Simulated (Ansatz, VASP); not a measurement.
# One calculation of SiC, two programs

Contents of INCAR:

```
SYSTEM = SiC
AGGAC = 1.0
AGGAX = 1.0
ALDAC = 0.0
ALDAX = 1.0
ALGO = Normal
EDIFF = 1E-7
ENCUT = 520
GGA = B5
ISIF = 2
ISMEAR = -1
IVDW = 12
LASPH = .True.
LCHARG = .False.
LREAL = .False.
LWAVE = .False.
NBANDS = 26
NELM = 100
PREC = Accurate
SIGMA = 0.05
VDW_A1 = 0.4298
VDW_A2 = 4.2359
VDW_S6 = 1.0
VDW_S8 = 2.6996
```

KPOINTS

```
k-points
0
Gamma
  10 10 3
  0 0 0
```

The input POSCAR:

```
SiC
1.0
    3.0960635787      0.0000000000      0.0000000000
   -1.5480317893      2.6812697109      0.0000000000
    0.0000000000      0.0000000000     10.1373414467
Si C
4 4
Direct
    0.0000000000      0.0000000000      0.1878943800
    0.0000000000      0.0000000000      0.6878943800
    0.3333333333      0.6666666667      0.4378419800
    0.6666666667      0.3333333333      0.9378419800
    0.0000000000      0.0000000000      0.0004600500
    0.0000000000      0.0000000000      0.5004600500
    0.3333333333      0.6666666667      0.2498025900
    0.6666666667      0.3333333333      0.7498025900
```

File input.yaml:

```yaml
crystal:
  lattice:
    - [3.0960635787, 0.0, 0.0]
    - [-1.5480317893, 2.6812697109, 0.0]
    - [0.0, 0.0, 10.1373414467]
  atoms:
    - { symbol: Si, position: [0.0, 0.0, 0.18789438] }
    - { symbol: Si, position: [0.0, 0.0, 0.68789438] }
    - { symbol: Si, position: [0.3333333333, 0.6666666667, 0.43784198] }
    - { symbol: Si, position: [0.6666666667, 0.3333333333, 0.93784198] }
    - { symbol: C, position: [0.0, 0.0, 0.00046005] }
    - { symbol: C, position: [0.0, 0.0, 0.50046005] }
    - { symbol: C, position: [0.3333333333, 0.6666666667, 0.24980259] }
    - { symbol: C, position: [0.6666666667, 0.3333333333, 0.74980259] }
hamiltonian:
  xc: blyp
  pseudopotentials: { kind: paw }
  dispersion: d3bj
kpoints:
  mp_grid: { grid: [10, 10, 3] }
scf:
  occupations: { method: fermi_dirac, width: 0.05 }
output:
  forces: true
  stress: true
  eigenvalues: true
```

Alike in both runs: task single point; functional BLYP; dispersion D3(BJ); k mesh 10 × 10 × 3; occupations fermi-dirac, width 0.05 eV; no spin polarisation.

```csv
,VASP,Ansatz
version,VASP 6.6.1,Ansatz 0.2.0
potentials or method,"VASP PAW PBE potentials, release 64 (Si, C)",Ansatz PAW
plane-wave cutoff (eV),520,420
valence electrons in the cell,32,32
```

Ansatz gave:

| Property | Result |
| --- | --- |
| gap on the k mesh at the Fermi level (eV) | 2.52 |
| least direct gap on the mesh (eV) | 3.63 |
| pressure (GPa) | -5.6 |
| traceless stress, the component that is largest in VASP (GPa) | 0.11 |
| rms of the force components (eV/Å) | 0.007 |

Task: Which values does VASP return?

Result: gap on the k mesh at the Fermi level (eV): 2.53; least direct gap on the mesh (eV): 3.64; pressure (GPa): -5.0; traceless stress, the component that is largest in VASP (GPa): 0.12; rms of the force components (eV/Å): 0.008.

VASP's potentials were made for PBE, not for BLYP. Atom by atom the forces differ by 0.001 eV/Å (rms over components).

Noted on Ansatz's run: odd divisions of the mesh miss points on the zone boundary, where band edges often lie, so the gap on the mesh can be too wide.
